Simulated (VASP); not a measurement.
Here is a VASP 6.6.1 calculation.

INCAR

```
PREC = Accurate ; ENCUT = 520
EDIFF = 1E-8 ; ISMEAR = -1
SIGMA = 0.15 ; LREAL = False
LASPH = True ; NELM = 100
ALGO = Normal ; ISIF = 2
LWAVE = False ; LCHARG = False
IBRION = 8 ; NSW = 1
```

The input KPOINTS:

```
Automatic mesh
0
Gamma
  8 8 8
```

Contents of POSCAR:

```
Be3SnSe
1.0
    4.2039000000      0.0000000000      0.0000000000
    0.0000000000      4.2039000000      0.0000000000
    0.0000000000      0.0000000000      4.2039000000
Sn Se Be
1 1 3
Direct
    0.0000000000      0.0000000000      0.0000000000
    0.5000000000      0.5000000000      0.5000000000
    0.5000000000      0.5000000000      0.0000000000
    0.5000000000      0.0000000000      0.5000000000
    0.0000000000      0.5000000000      0.5000000000
```

Potentials or basis: VASP PAW LDA potentials, release 64 (Sn_d, Se, Be).

Run with:

```sh
$ cat potpaw_LDA.64/Sn_d/POTCAR potpaw_LDA.64/Se/POTCAR potpaw_LDA.64/Be/POTCAR > POTCAR
$ mpirun -np 1 vasp_std > vasp.out
```

Problem. Predict the highest phonon frequency at Γ, LO-TO splitting left out.

Solution. 697 cm⁻¹.

Problem. What does it give for the most unstable mode?

Solution. 411i cm⁻¹.

Phonon frequencies in cm⁻¹ (negative: imaginary):
```csv
q point,frequencies
"(0.000, 0.000, 0.000)",-411 -411 -411 -395 -395 -395 0 0 0 82 82 82 697 697 697
```

Caveat: the cell stands under pressure or tension, which shifts response properties; some modes are imaginary.
